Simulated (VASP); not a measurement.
MgS:

```xyz
4
Lattice="4.0346 0.0000 0.0000 -2.0173 3.4941 0.0000 0.0000 0.0000 6.4323" Properties=species:S:1:pos:R:3 pbc="T T T"
S     2.0173    1.1647    5.6556
S     0.0000    2.3294    2.4394
Mg    0.0000    2.3294    6.4050
Mg    2.0173    1.1647    3.1888
```

Program: VASP 6.6.1. Alike in all runs: task single point; potentials or basis VASP PAW PBE potentials, release 64 (S, Mg); no spin polarisation; cell as given; k mesh 8 × 8 × 4; cutoff (eV) 520; smearing fermi-dirac 0.05 eV.

Question: Order these runs on this cell by their band gap on the k mesh, lowest first.
A. level r2SCAN
B. level PBEsol
C. level PBE

Answer: B (3.27 eV), C (3.43 eV), A (4.10 eV).
